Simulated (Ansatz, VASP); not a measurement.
# Ba in VASP and in Ansatz

The input INCAR:

```
ALGO = Fast ; EDIFF = 1E-6
ENCUT = 520 ; GGA = PE
ISIF = 2 ; ISMEAR = 0
LASPH = True ; LCHARG = False
LREAL = False ; LWAVE = False
NBANDS = 11 ; NELM = 60
PREC = Accurate ; SIGMA = 0.15
```

The input KPOINTS:

```
k-points
0
Gamma
  14 14 14
```

The input POSCAR:

```
Ba
1.0
   -2.4843750000      2.4843750000      2.5000000000
    2.4843750000     -2.4843750000      2.5000000000
    2.5156250000      2.5156250000     -2.5000000000
Ba
1
Direct
    0.0000000000      0.0000000000      0.0000000000
```

Input for Ansatz:

```yaml
crystal:
  lattice:
    - [-2.484375, 2.484375, 2.5]
    - [2.484375, -2.484375, 2.5]
    - [2.515625, 2.515625, -2.5]
  atoms:
    - { symbol: Ba, position: [0.0, 0.0, 0.0] }
basis:
  ecutwfc: 420
kpoints:
  mp_grid: { grid: [14, 14, 14] }
hamiltonian:
  xc: pbe
scf:
  occupations: { method: gaussian, width: 0.15 }
output:
  forces: true
  stress: true
  eigenvalues: true
```

Change from the starting cell: strain +0.0125 x Voigt [0, 0, 0, 0, 0, 1], atoms carried along.

Alike in both runs: task single point; functional PBE; k mesh 14 × 14 × 14; occupations gaussian, width 0.15 eV; no spin polarisation.

|  | VASP | Ansatz |
| --- | --- | --- |
| version | VASP 6.6.1 | Ansatz 0.2.0 |
| potentials or method | VASP PAW PBE potentials, release 64 (Ba_sv), cutoff 520 eV | scalar-relativistic, plane waves, PAW |
| valence electrons in the cell | 10 | 10 |

Ansatz gave:

* gap on the k mesh at the Fermi level (eV): none
* pressure (GPa): 0.1
* traceless stress, the component that is largest in VASP (GPa): -0.13

Question: Estimate VASP's values.

Answer: gap on the k mesh at the Fermi level (eV): none; pressure (GPa): 0.2; traceless stress, the component that is largest in VASP (GPa): -0.13.

A gap of «none» marks a metal or a gap that the smearing closes.

Neither program's run includes spin-orbit coupling.
